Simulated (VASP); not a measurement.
The system is GdB.

```
Gd B
1.0
     0.00000    2.71004    2.71004
     2.71004    0.00000    2.71004
     2.71004    2.71004    0.00000
Gd B
1 1
Direct
  0.50000 0.50000 0.50000
  0.00000 0.00000 0.00000
```

Base run:

* Program: VASP 6.6.1
* Functional: PBE
* Potentials or basis: VASP PAW PBE potentials, release 64 (Gd, B)
* Cutoff: 520 eV
* k mesh: 10 × 10 × 10
* Occupations: gaussian, width 0.05 eV
* Spin: collinear spin, ferromagnetic start
* Starting moments: [7.86, 0.41] μB
* Hubbard terms: Gd f U = 6.0 eV

Its results: pressure 0.3 GPa.

Q: The run is repeated on the same cell with these changes: spin from collinear spin, ferromagnetic start to no spin polarisation; further incar settings from ALGO = Normal; EDIFF = 1e-06; NBANDS = 22 to ALGO = Normal; EDIFF = 1e-06; NBANDS = 18. What comes out?

A: Pressure -3.6 GPa.

Caveats: a cell with one magnetic atom can't hold antiferromagnetic order, which such compounds often take (at least some runs); the cell stands under tension (at least some runs); an odd number of electrons without spin polarisation forces a metal (at least some runs); a magnetic or distorted state may lie lower (at least some runs); U without spin polarisation on a metal has little footing (at least some runs).
